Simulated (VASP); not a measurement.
Write the native input for VASP 6.6.1 that does the following.

```
Task                   : single point
Functional             : PBEsol
Potentials or basis    : VASP PAW PBE potentials, release 64 (Co)
Cutoff                 : 520 eV
k mesh                 : 21 × 21 × 12
Occupations            : gaussian, width 0.15 eV
Spin                   : collinear spin, ferromagnetic start
Starting moments       : [1.79, 1.79] μB
Dipole correction      : no
Further INCAR settings : ALGO = Normal; EDIFF = 1e-06; NBANDS = 20
```

The structure of Co lies in POSCAR:

```
Co
1.0
    2.5783000000      0.0000000000      0.0000000000
   -1.2891500000      2.2328732986      0.0000000000
    0.0000000000      0.0000000000      3.9673513066
Co
2
Direct
    0.3333333333      0.6666666667      0.2500000000
    0.6666666667      0.3333333333      0.7500000000
```

One way to write it, as run:

INCAR

```
ALGO = Normal
EDIFF = 1E-6
ENCUT = 520
GGA = PS
ISIF = 2
ISMEAR = 0
ISPIN = 2
LASPH = T
LCHARG = F
LMAXMIX = 4
LORBIT = 11
LREAL = F
LWAVE = F
MAGMOM = 1.79 1.79
NBANDS = 20
NELM = 150
PREC = Accurate
SIGMA = 0.15
```

KPOINTS

```
k-points
0
Gamma
  21 21 12
```

Potentials or basis: VASP PAW PBE potentials, release 64 (Co).

Run with:

```console
$ cat potpaw_PBE.64/Co/POTCAR > POTCAR
$ mpirun -np 1 vasp_std > vasp.out
```

It gave:

| Property | Result |
| --- | --- |
| Pressure | -18.6 GPa |
| Net moment | 3.27 μB per cell |
| Site moments | Co +1.66 μB |
| Valence electrons inside the program's atomic spheres | Co 8.18 |

Caveat: the stress differs along the axes, from -22 to -11 GPa; the PAW data sets were made with another functional, which shifts forces and pressure a little.

Run time: 2.9 min on 1 thread of Oxide Virtual Turin-like Processor, on a shared host, peak memory 0.27 GiB.
